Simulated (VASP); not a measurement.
A run of VASP 6.6.1:

INCAR

```
PREC = Accurate
ENCUT = 600
EDIFF = 1E-6
ISMEAR = 0
SIGMA = 0.01
LREAL = F
LASPH = T
NELM = 80
ALGO = Normal
ISIF = 3
LWAVE = F
LCHARG = F
GGA = PS
IBRION = 2
NSW = 100
EDIFFG = -0.002
PSTRESS = 100.0
```

The input KPOINTS:

```
regular mesh
0
Gamma
  8 8 8
```

File POSCAR:

```
BeTe
1.0
    0.0000000000      2.8027741266      2.8027741266
    2.8027741266      0.0000000000      2.8027741266
    2.8027741266      2.8027741266      0.0000000000
Be Te
1 1
Direct
    0.0000000000      0.0000000000      0.0000000000
    0.7500000000      0.7500000000      0.7500000000
```

Potentials or basis: VASP PAW PBE potentials, release 64 (Be, Te).

The run is started by

```sh
$ cat potpaw_PBE.64/Be/POTCAR potpaw_PBE.64/Te/POTCAR > POTCAR
$ mpirun -np 1 vasp_std > vasp.out
```

Hardware: 1 thread of Intel(R) Xeon(R) Platinum 8488C (Sapphire Rapids), on a shared host.

Problem. Estimate the wall time of this run.

Solution. It took 41 s on 1 thread of Intel(R) Xeon(R) Platinum 8488C (Sapphire Rapids), on a shared host, peak memory 0.18 GiB. Counts: scf iterations 42, k points 29, ion steps 6.
